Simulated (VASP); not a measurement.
Write the native input for VASP 6.6.1 that does the following.

| Property | Result |
| --- | --- |
| Task | single point |
| Functional | PBE |
| Potentials or basis | VASP PAW PBE potentials, release 64 (Cs_sv, Cl) |
| Cutoff | 500 eV |
| k mesh | 4 × 4 × 4 |
| Occupations | gaussian, width 0.01 eV |
| Spin | no spin polarisation |
| Dipole correction | no |
| Further INCAR settings | ALGO = Normal; EDIFF = 1e-06; NBANDS = 15 |

The structure of CsCl lies in POSCAR:

```
CsCl
1.0
    4.1406758997      0.0000000000      0.0000000000
    0.0000000000      4.1406758997      0.0000000000
    0.0000000000      0.0000000000      4.1406758997
Cs Cl
1 1
Direct
    0.0000000000      0.0000000000      0.0000000000
    0.5000000000      0.5000000000      0.5000000000
```

These files were run (other wordings do the same):

INCAR

```
SYSTEM = CsCl
ALGO = Normal
EDIFF = 1E-6
ENCUT = 500
GGA = PE
GGA_COMPAT = .False.
ISIF = 2
ISMEAR = 0
LASPH = .True.
LCHARG = .False.
LREAL = .False.
LWAVE = .False.
NBANDS = 15
NELM = 120
PREC = Accurate
SIGMA = 0.01
```

KPOINTS

```
k-points
0
Gamma
  4 4 4
  0 0 0
```

Potentials or basis: VASP PAW PBE potentials, release 64 (Cs_sv, Cl).

Run with:

```bash
$ cat potpaw_PBE.64/Cs_sv/POTCAR potpaw_PBE.64/Cl/POTCAR > POTCAR
$ mpirun -np 1 vasp_std > vasp.out
```

It gave:

The pressure is 0.8 GPa. The band gap on the k mesh is 5.20 eV.

Caveat: spin-orbit coupling is left out, which moves the levels of the heavy elements.

Run time: 7.4 s on 1 thread of Intel(R) Xeon(R) Platinum 8488C (Sapphire Rapids), on a shared host, peak memory 0.16 GiB.
